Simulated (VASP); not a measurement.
# Cu (R-3m) in VASP: single point with PBEsol

Aim: the single point of Cu with PBEsol.

Program: VASP 6.6.1. These are calculated values, not measurements. Logs are shortened: lines on timing, memory, paths and dates and some standing lists are left out, and cuts for length are marked.

## Step 1: The cell of the first run

The typed cell holds 3 atoms: a = 2.522 Å, b = 2.522 Å, c = 6.163 Å, α = 90.00°, β = 90.00°, γ = 120.00°.

## Step 2: Single point, PBEsol

Contents of INCAR:

```
PREC = Accurate
ENCUT = 520
EDIFF = 1E-7
ISMEAR = 0
SIGMA = 0.1
LREAL = False
LASPH = True
NELM = 80
ALGO = Fast
ISIF = 2
LWAVE = False
LCHARG = True
GGA = PS
LELF = True
LVHAR = True
NBANDS = 24
```

Contents of KPOINTS:

```
regular mesh
0
Gamma
  18 18 7
```

Contents of POSCAR:

```
Cu
1.0
    2.5221041493      0.0000000000      0.0000000000
   -1.2610520747      2.1842062643      0.0000000000
    0.0000000000      0.0000000000      6.1629787486
Cu
3
Direct
    0.0000000000      0.0000000000      0.0000000000
    0.3333333333      0.6666666667      0.3333333333
    0.6666666667      0.3333333333      0.6666666667
```

Potentials or basis: VASP PAW PBE potentials, release 64 (Cu).

The run is started by

```sh
> cat potpaw_PBE.64/Cu/POTCAR > POTCAR
> mpirun -np 1 vasp_std > vasp.out
```

OUTCAR:

```text
PREC = Accurate
   ENCUT = 520
   EDIFF = 1E-7
   ISMEAR = 0
   LREAL = False
   LASPH = True
   NELM = 80
   ISIF = 2
   GGA = PS

 ion  position               nearest neighbor table
   1  0.000  0.000  0.000-   2 2.52   3 2.52   3 2.52   2 2.52   3 2.52   2 2.52
   2  0.333  0.667  0.333-   1 2.52   1 2.52   1 2.52   3 2.52   3 2.52   3 2.52
   3  0.667  0.333  0.667-   1 2.52   1 2.52   1 2.52   2 2.52   2 2.52   2 2.52

  LATTYP: Found a hexagonal cell.
 ALAT       =     2.5221041493
 C/A-ratio  =     2.4435861423

  Lattice vectors:

 A1 = (   2.5221041493,   0.0000000000,   0.0000000000)
 A2 = (  -1.2610520747,   2.1842062643,   0.0000000000)
 A3 = (   0.0000000000,   0.0000000000,   6.1629787486)

Analysis of symmetry for initial positions (statically):
=====================================================================
 Subroutine PRICEL returns following result:

  LATTYP: Found a trigonal (rhomboedric) cell.
 ALAT       =     2.5180533726
 COS(alpha) =     0.4983900123

  Lattice vectors:

 A1 = (   1.2610520744,   0.7280687549,  -2.0543262499)
 A2 = (   0.0000000002,  -1.4561375096,  -2.0543262493)
 A3 = (  -1.2610520745,   0.7280687547,  -2.0543262493)

   3 primitive cells build up your supercell.

 Routine SETGRP: Setting up the symmetry group for a
 hexagonal supercell.

 Subroutine GETGRP returns: Found 12 space group operations
 (whereof 12 operations were pure point group operations)
 out of a pool of 24 trial point group operations.

The static configuration has the point symmetry D_3d.

Analysis of symmetry for dynamics (positions and initial velocities):
=====================================================================
 Subroutine PRICEL returns following result:

  LATTYP: Found a trigonal (rhomboedric) cell.
 ALAT       =     2.5180533726
 COS(alpha) =     0.4983900123

  Lattice vectors:

 A1 = (   1.2610520744,   0.7280687549,  -2.0543262499)
 A2 = (   0.0000000002,  -1.4561375096,  -2.0543262493)
 A3 = (  -1.2610520745,   0.7280687547,  -2.0543262493)

   3 primitive cells build up your supercell.

 Routine SETGRP: Setting up the symmetry group for a
 hexagonal supercell.

 Subroutine GETGRP returns: Found 12 space group operations
 (whereof 12 operations were pure point group operations)
 out of a pool of 24 trial point group operations.

The dynamic configuration has the point symmetry D_3d.

 Subroutine INISYM returns: Found 12 space group operations
 (whereof 12 operations are pure point group operations),
 and found     3 'primitive' translations

----------------------------------------------------------------------------------------

                                     Primitive cell

  volume of cell :      11.3169

  direct lattice vectors                    reciprocal lattice vectors
     1.261052074  0.728068755 -2.054326250     0.396494332  0.228916109 -0.162259200
     0.000000000 -1.456137510 -2.054326249     0.000000000 -0.457832219 -0.162259200
    -1.261052075  0.728068755 -2.054326249    -0.396494332  0.228916109 -0.162259200

  length of vectors
     2.518053373  2.518053372  2.518053372     0.485734895  0.485734895  0.485734895

  position of ions in fractional coordinates (direct lattice)
     0.000000000  0.000000000  0.000000000

  ion indices of the primitive-cell ions
   primitive index   ion index
                 1           1

----------------------------------------------------------------------------------------

 KPOINTS: regular mesh

Automatic generation of k-mesh.
 Grid dimensions read from file:
 generate k-points for:   18   18    7

 Generating k-lattice:

  Cartesian coordinates                     Fractional coordinates (reciprocal lattice)
     0.022027463  0.012717562  0.000000000     0.055555556  0.000000000  0.000000000
     0.000000000  0.025435123  0.000000000     0.000000000  0.055555556  0.000000000
     0.000000000  0.000000000  0.023179886     0.000000000  0.000000000  0.142857143

  Length of vectors
     0.025435123  0.025435123  0.023179886

  Shift w.r.t. Gamma in fractional coordinates (k-lattice)
     0.000000000  0.000000000  0.000000000

 Subroutine IBZKPT returns following result:
 ===========================================

 Found    229 irreducible k-points:

 Following reciprocal coordinates:
            Coordinates               Weight
  0.000000  0.000000  0.000000      1.000000
  0.055556  0.000000  0.000000      6.000000
  0.111111  0.000000  0.000000      6.000000
  0.166667  0.000000  0.000000      6.000000
  0.222222  0.000000  0.000000      6.000000
  0.277778  0.000000  0.000000      6.000000
[... 16 lines left out ...]
  0.333333  0.111111  0.000000     12.000000
  0.388889  0.111111  0.000000     12.000000
 [... further k-points ...]
   k-points           NKPTS =    229   k-points in BZ     NKDIM =    229   number of bands    NBANDS=     24
   number of dos      NEDOS =    301   number of ions     NIONS =      3
   total plane-waves  NPLWV =  19200
   dimension x,y,z NGX =    20 NGY =   20 NGZ =   48
   dimension x,y,z NGXF=    40 NGYF=   40 NGZF=   96
   ions per type =               3
   NGX,Y,Z   is equivalent  to a cutoff of  13.18, 13.18, 12.95 a.u.
   NGXF,Y,Z  is equivalent  to a cutoff of  26.37, 26.37, 25.90 a.u.
 SYSTEM =  unknown system
   PREC   = accura    normal or accurate (medium, high low for compatibility)
   ISTART =      0    job   : 0-new  1-cont  2-samecut
   ICHARG =      2    charge: 1-file 2-atom 10-const
   ISPIN  =      1    spin polarized calculation?
   LNONCOLLINEAR =      F non collinear calculations
   LSORBIT =      F    spin-orbit coupling
   LASPH  =      T    aspherical Exc in radial PAW
   ENCUT  =  520.0 eV  38.22 Ry    6.18 a.u.   4.69  4.69 11.46*2*pi/ulx,y,z
   NELM   =     80;   NELMIN=  2; NELMDL= -5     # of ELM steps
   EDIFF  = 0.1E-06   stopping-criterion for ELM
   LREAL  =      F    real-space projection
   EDIFFG = 0.1E-05   stopping-criterion for IOM
   NSW    =      0    number of steps for IOM
   IBRION =     -1    ionic relax: 0-MD 1-quasi-New 2-CG
   NFREE  =      0    steps in history (QN), initial steepest desc. (CG)
   ISIF   =      2    stress and relaxation
   ISYM   =      2    0-nonsym 1-usesym 2-fastsym
   POTIM  = 0.5000    time-step for ionic-motion
   TEBEG  =    0.0;   TEEND  =   0.0 temperature during run
   PSTRESS=    0.0 pullay stress
   NELECT =      33.0000    total number of electrons
   NUPDOWN=      -1.0000    fix difference up-down
   EMIN   =  10.00;   EMAX   =-10.00  energy-range for DOS
   EFERMI =   0.00;   METHOD = LEGACY
   ISMEAR =     0;   SIGMA  =   0.10  broadening in eV -4-tet -1-fermi 0-gaus
   EFERMI_NEDOS =   21; number of points for ismear=-14 and -15
   IALGO  =     68    algorithm
   IMIX   =      4    mixing-type and parameters
     AMIX     =   0.40;   BMIX     =  1.00
     AMIX_MAG =   1.60;   BMIX_MAG =  1.00
  volume/ion in A,a.u.               =      11.32        76.37
  Fermi-wavevector in a.u.,A,eV,Ry     =   1.621675  3.064521 35.780987  2.629828
  Thomas-Fermi vector in A             =   2.715412
   LORBIT       =      0    0 simple, 1 ext, 2 COOP (PROOUT), +10 PAW based schemes
   GGA     = PS    functional components
   LHFCALC =     F    Hartree Fock is set to
   AEXX    =    0.0000 exact exchange contribution
   IVDW    =     0    specifies the selected vdW correction
   LEPSILON=     F    determine dielectric tensor
   LRPA    =     F    only Hartree local field effects (RPA)
 non-spin polarized calculation
 RMM-DIIS sequential band-by-band and
 Gauss-broadening in eV      SIGMA  =   0.10
  energy-cutoff  :      520.00
  volume of cell :       33.95
 maximum number of plane-waves:       925
 NGX is ok and might be reduce to    20
   NGX =  9   NGY =  9   NGZ = 23

 number of electron      32.9999980 magnetization

 Free energy of the ion-electron system (eV)
  ---------------------------------------------------
  ext. energy  EPLUGINS =         0.00000000
  ---------------------------------------------------
  free energy    TOTEN  =       -12.92846523 eV

  energy without entropy =      -12.92414720  energy(sigma->0) =      -12.92630621

 E-fermi :   7.9142     XC(G=0): -13.1587

 val. band max:        7.9099284814   @ k =   0.2778   0.1111   0.1429
 cond. band min:       7.9237534811   @ k =   0.4444   0.0556   0.0000
 fundamental gap:      0.0138249997
 Fermi energy:         7.9142050957

 k-point     1 :       0.0000    0.0000    0.0000
  band No.  band energies     occupation
      1      -1.7804      2.00000
      2       1.6839      2.00000
      3       1.6839      2.00000
      4       4.7606      2.00000
      5       4.7606      2.00000
      6       4.7762      2.00000
[... 16 lines left out ...]
     23      30.8495      0.00000
     24      30.8573      0.00000

 k-point     2 :       0.0556    0.0000    0.0000
  band No.  band energies     occupation
      1      -1.6774      2.00000
      2       1.7651      2.00000
      3       1.7662      2.00000
      4       4.6597      2.00000
      5       4.6746      2.00000
      6       4.7508      2.00000
[... 16 lines left out ...]
     23      29.3452      0.00000
     24      30.4074      0.00000

 k-point     3 :       0.1111    0.0000    0.0000
  band No.  band energies     occupation
      1      -1.3713      2.00000
      2       1.9949      2.00000
      3       2.0060      2.00000
      4       4.4220      2.00000
      5       4.5043      2.00000
      6       4.6793      2.00000
[... 16 lines left out ...]
     23      28.1090      0.00000
     24      28.5188      0.00000
[... 514 lines left out ...]
 k-point    23 :       0.3333    0.1111    0.0000
  band No.  band energies     occupation
      1       2.4560      2.00000
      2       3.0046      2.00000
      3       3.4381      2.00000
      4       3.4811      2.00000
      5       4.1292      2.00000
      6       4.3275      2.00000
[... 16 lines left out ...]
     23      20.7502      0.00000
     24      21.4565      0.00000

 k-point    24 :       0.3889    0.1111    0.0000
  band No.  band energies     occupation
      1       2.9547      2.00000
      2       2.9580      2.00000
      3       3.3590      2.00000
      4       3.3996      2.00000
      5       4.1744      2.00000
      6       4.3683      2.00000
[... 16 lines left out ...]
     23      21.4628      0.00000
     24      22.6981      0.00000

 [... further k-points ...]

------------------------ aborting loop because EDIFF is reached ----------------------------------------

  FORCE on cell =-STRESS in cart. coord.  units (eV):
  Direction    XX          YY          ZZ          XY          YZ          ZX
  --------------------------------------------------------------------------------------
  -------------------------------------------------------------------------------------
  Total        0.1473762      0.1473762      0.1562801     -0.0000000      0.0000000     -0.0000000
  in kB        6.9548932      6.9548932      7.3750827     -0.0000000      0.0000000     -0.0000000
  external PRESSURE =       7.0949564 kB  Pullay stress =       0.0000000 kB

 VOLUME and BASIS-vectors are now :
 -----------------------------------------------------------------------------
  energy-cutoff  :      520.00
  volume of cell :       33.95
      direct lattice vectors                 reciprocal lattice vectors
     2.522104149  0.000000000  0.000000000     0.396494332  0.228916109  0.000000000
    -1.261052075  2.184206264  0.000000000     0.000000000  0.457832219  0.000000000
     0.000000000  0.000000000  6.162978749     0.000000000  0.000000000  0.162259200

 POSITION                                       TOTAL-FORCE (eV/Angst)
 -----------------------------------------------------------------------------------
      0.00000      0.00000      0.00000         0.000000      0.000000     -0.000000
     -0.00000      1.45614      2.05433        -0.000000     -0.000000      0.000000
      1.26105      0.72807      4.10865         0.000000      0.000000     -0.000000
 -----------------------------------------------------------------------------------
    total drift:                               -0.000000      0.000000      0.000000

  FREE ENERGIE OF THE ION-ELECTRON SYSTEM (eV)
  ---------------------------------------------------
  free  energy   TOTEN  =       -12.9284652314 eV

  energy  without entropy=      -12.9241471951  energy(sigma->0) =      -12.92630621
```

Wall time 88 s (1 thread of Intel Xeon 6975P-C (Granite Rapids), shared host); peak memory 0.25 GiB.

What came out:

```yaml
Free_energy: -12.9285 eV
Pressure: 0.7 GPa
```

Caveat: the PAW data sets were made with another functional, which shifts forces and pressure a little.
